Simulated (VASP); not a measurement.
Write the native input for VASP 6.6.1 that does the following.

```yaml
Task: single point
Functional: PBEsol
Potentials_or_basis: VASP PAW PBE potentials, release 64 (Mg, O)
Cutoff: 520 eV
k_mesh: 13 × 13 × 1
Occupations: fermi-dirac, width 0.05 eV
Spin: no spin polarisation
Dipole_correction: no
Further_INCAR_settings: LREAL = Auto; ALGO = Normal; EDIFF = 1e-06; NBANDS = 56
```

The structure of MgO lies in POSCAR:

```
MgO
1.0
    2.0970013927     -2.0970013927      0.0000000000
    2.0970013927      2.0970013927      0.0000000000
    0.0000000000      0.0000000000     34.8730125343
Mg O
10 10
Direct
    0.0000000000      0.0000000000      0.2294037543
    0.5000000000      0.5000000000      0.2895362534
    0.0000000000      0.0000000000      0.3496687524
    0.5000000000      0.5000000000      0.4098012514
    0.0000000000      0.0000000000      0.4699337505
    0.5000000000      0.5000000000      0.5300662495
    0.0000000000      0.0000000000      0.5901987486
    0.5000000000      0.5000000000      0.6503312476
    0.0000000000      0.0000000000      0.7104637466
    0.5000000000      0.5000000000      0.7705962457
    0.0000000000      0.0000000000      0.2895362534
    0.5000000000      0.5000000000      0.2294037543
    0.0000000000      0.0000000000      0.4098012514
    0.5000000000      0.5000000000      0.3496687524
    0.0000000000      0.0000000000      0.5300662495
    0.5000000000      0.5000000000      0.4699337505
    0.0000000000      0.0000000000      0.6503312476
    0.5000000000      0.5000000000      0.5901987486
    0.0000000000      0.0000000000      0.7705962457
    0.5000000000      0.5000000000      0.7104637466
```

These files were run (other wordings do the same):

INCAR

```
PREC     = Accurate       # precision mode
ENCUT    = 520            # plane-wave cutoff, eV
EDIFF    = 1E-6           # SCF threshold, eV
ISMEAR   = -1             # smearing method
SIGMA    = 0.05           # smearing width, eV
LREAL    = Auto         
LASPH    = T              # aspherical terms in the spheres
NELM     = 80             # most SCF steps
ALGO     = Normal         # electronic algorithm
ISIF     = 2              # what is computed and relaxed
LWAVE    = F              # write WAVECAR
LCHARG   = T              # write CHGCAR
GGA      = PS             # functional
LELF     = T              # ELF
LVHAR    = T            
NBANDS   = 56             # bands
```

KPOINTS

```
Automatic mesh
0
Gamma
  13 13 1
```

Potentials or basis: VASP PAW PBE potentials, release 64 (Mg, O).

Run with:

```sh
$ cat potpaw_PBE.64/Mg/POTCAR potpaw_PBE.64/O/POTCAR > POTCAR
$ mpirun -np 1 vasp_std > vasp.out
```

It gave:

```
Largest force          : 0.504 eV/Å
Band gap on the k mesh : 3.44 eV
```

Caveat: there is no dipole correction, which matters where the two faces differ; the PAW data sets were made with another functional, which shifts forces and pressure a little.

It took 33 min on 1 thread of Intel Xeon 8259CL (shared host), peak memory 0.57 GiB.
